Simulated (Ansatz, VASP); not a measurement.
## WSe2 in VASP and in Ansatz

The input POSCAR:

```
WSe2
1.0
    3.3326641206      0.0000000000      0.0000000000
   -1.6663320603      2.8861717907      0.0000000000
    0.0000000000      0.0000000000     13.0829574032
W Se
2 4
Direct
    0.3333333333      0.6666666667      0.2500000000
    0.6666666667      0.3333333333      0.7500000000
    0.6666666667      0.3333333333      0.3764016297
    0.6666666667      0.3333333333      0.1235983703
    0.3333333333      0.6666666667      0.8764016297
    0.3333333333      0.6666666667      0.6235983703
```

INCAR.step1

```
PREC = Accurate
ENCUT = 520
ISMEAR = 0
SIGMA = 0.01
LREAL = False
LASPH = True
NELM = 80
NBANDS = 35
GGA = PE
ALGO = Normal
EDIFF = 1E-4
LWAVE = True
LCHARG = False
```

The input INCAR.step2:

```
PREC = Accurate
ENCUT = 520
EDIFF = 1E-7
ISMEAR = 0
SIGMA = 0.01
LREAL = False
LASPH = True
NELM = 80
ALGO = Normal
ISIF = 2
LWAVE = False
LCHARG = False
METAGGA = R2SCAN
LMIXTAU = True
NBANDS = 35
ISTART = 1
```

Contents of KPOINTS:

```
Automatic mesh
0
Gamma
  12 12 2
```

Input for Ansatz:

```yaml
crystal:
  lattice:
    - [3.3326641206, 0.0, 0.0]
    - [-1.6663320603, 2.8861717907, 0.0]
    - [0.0, 0.0, 13.0829574032]
  atoms:
    - { symbol: W, position: [0.3333333333, 0.6666666667, 0.25] }
    - { symbol: W, position: [0.6666666667, 0.3333333333, 0.75] }
    - { symbol: Se, position: [0.6666666667, 0.3333333333, 0.3764016297] }
    - { symbol: Se, position: [0.6666666667, 0.3333333333, 0.1235983703] }
    - { symbol: Se, position: [0.3333333333, 0.6666666667, 0.8764016297] }
    - { symbol: Se, position: [0.3333333333, 0.6666666667, 0.6235983703] }
kpoints:
  mp_grid: { grid: [12, 12, 2] }
  band_path:
    path:
      - [0.0, 0.0, 0.0]
      - [0.5, 0.0, 0.0]
      - [0.3333333333, 0.3333333333, 0.0]
      - [0.0, 0.0, 0.5]
      - [0.5, 0.0, 0.5]
      - [0.3333333333, 0.3333333333, 0.5]
      - [0.179687, 0.179688, 0.0]
    npoints: 1
hamiltonian:
  xc: r2scan
scf:
  occupations: { method: fixed }
  n_extra_bands: 5
output:
  forces: true
  stress: true
  eigenvalues: true
```

Change from the starting cell: epitaxial_xy strain +1.0%.

Alike in both runs: task single point; functional r2SCAN; k mesh 12 × 12 × 2; no spin polarisation.

```csv
,VASP,Ansatz
version,VASP 6.6.1,Ansatz 0.2.0
potentials or method,"VASP PAW PBE potentials, release 64 (W_sv, Se)","plane waves, PAW"
plane-wave cutoff (eV),520,500
occupations,"gaussian, width 0.01 eV",fixed
valence electrons in the cell,52,92
```

|  | VASP | Ansatz | Ansatz less VASP |
| --- | --- | --- | --- |
| gap on the k mesh at the Fermi level (eV) | 1.13 | 1.13 | +0.005 |
| pressure (GPa) | 0.1 | -0.2 | -0.31 |
| traceless stress, the component that is largest in VASP (GPa) | 1.50 | 1.46 | -0.036 |
| rms of the force components (eV/Å) | 0.002 | 0.018 | +0.0156 |

VASP's potentials were made for PBE, not for r2SCAN. Atom by atom the forces differ by 0.020 eV/Å (rms over components). VASP's potentials hold 52 valence electrons a cell and Ansatz's 92, so a difference there can come from the potentials and not from the codes.

Neither program's run includes spin-orbit coupling.
